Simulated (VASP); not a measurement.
A run of VASP 6.6.1 is set up as follows.

Contents of INCAR:

```
SYSTEM = Hf
  PREC = Accurate
  ENCUT = 520
  EDIFF = 1E-7
  ISMEAR = -1
  SIGMA = 0.1
  LREAL = .False.
  LASPH = .True.
  NELM = 80
  ALGO = Normal
  ISIF = 2
  LWAVE = .False.
  LCHARG = .False.
  GGA = PE
  NBANDS = 11
```

KPOINTS

```
Automatic mesh
0
Gamma
  9 9 9
  0 0 0
```

Contents of POSCAR:

```
Hf
1.0
   -1.8209039032      1.8209039032      1.8209039032
    1.8209039032     -1.8209039032      1.8209039032
    1.8209039032      1.8209039032     -1.8209039032
Hf
1
Direct
    0.0000000000      0.0000000000      0.0000000000
```

Potentials or basis: VASP PAW PBE potentials, release 64 (Hf_pv).

The run is started by

```sh
$ cat potpaw_PBE.64/Hf_pv/POTCAR > POTCAR
$ mpirun -np 1 vasp_std > vasp.out
```

Estimate the band gap on the k mesh.

zero (band 5 reaches 5.53 eV, above the bottom of band 6 at 3.39 eV).

Predict the pressure.

-7.0 GPa.

Caveat: spin-orbit coupling is left out, which moves the levels of the heavy elements.
